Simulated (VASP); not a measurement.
Bi: electric field gradients with PBE

Crystal: Bi.

```
Bi
1.0
     2.20481    1.27295    3.95400
    -2.20481    1.27295    3.95400
     0.00000   -2.54589    3.95400
Bi
2
Cartesian
  0.0000 0.0000 2.7744
  0.0000 0.0000 9.0876
```

This cell differs from its parent crystal: equal xx and yy strain of -3 %.

| Property | Result |
| --- | --- |
| Program | VASP 6.6.1 |
| Task | electric field gradients |
| Functional | PBE |
| Potentials or basis | VASP PAW PBE potentials, release 64 (Bi_d) |
| Cutoff | 520 eV |
| k mesh | 11 × 11 × 11 |
| Occupations | fermi-dirac, width 0.03 eV |
| Spin | no spin polarisation |
| Dipole correction | no |
| Further INCAR settings | ALGO = Normal; EDIFF = 1e-08; NBANDS = 22 |

```yaml
Pressure: 5.5 GPa
Largest_force: 0.481 eV/Å
Band_gap_on_the_k_mesh: zero (bands 15 and 16 overlap by 0.18 eV)
Largest_electric_field_gradient_by_atom: Bi -12.0 V/Å²
```

Forces in eV/Å, atoms in the order of the input:
```
Bi   0.000  0.000  0.481
Bi   0.000  0.000 -0.481
```

Stress tensor (GPa, compression positive):
```
5.90 0.00 0.00
0.00 5.90 0.00
0.00 0.00 4.60
```

Levels at points of the mesh, in eV from the Fermi level:
```tsv
k point	band 11	band 12	band 13	band 14	band 15	band 16	band 17	band 18	band 19	band 20
(0.00, 0.00, 0.00)	-13.56	-7.31	-1.87	-1.24	-1.24	2.49	3.00	3.00	5.56	5.88
```

Electric field gradients, principal values (V/Å²):
```
atom  least  middle  greatest (by size)
1 Bi  5.987   5.987             -11.973
2 Bi  5.987   5.987             -11.973
```

Run time: 81 s on 1 thread of Intel(R) Xeon(R) 6975P-C (Granite Rapids), on a shared host, peak memory 0.31 GiB.

Caveat: the cell differs from its parent crystal (equal xx and yy strain of -3 %); the cell stands under pressure; without QUAD_EFG the Cq values of the log hold for a quadrupole moment of 1 mb, not for the nuclei; spin-orbit coupling is left out, which moves the levels of the heavy elements.
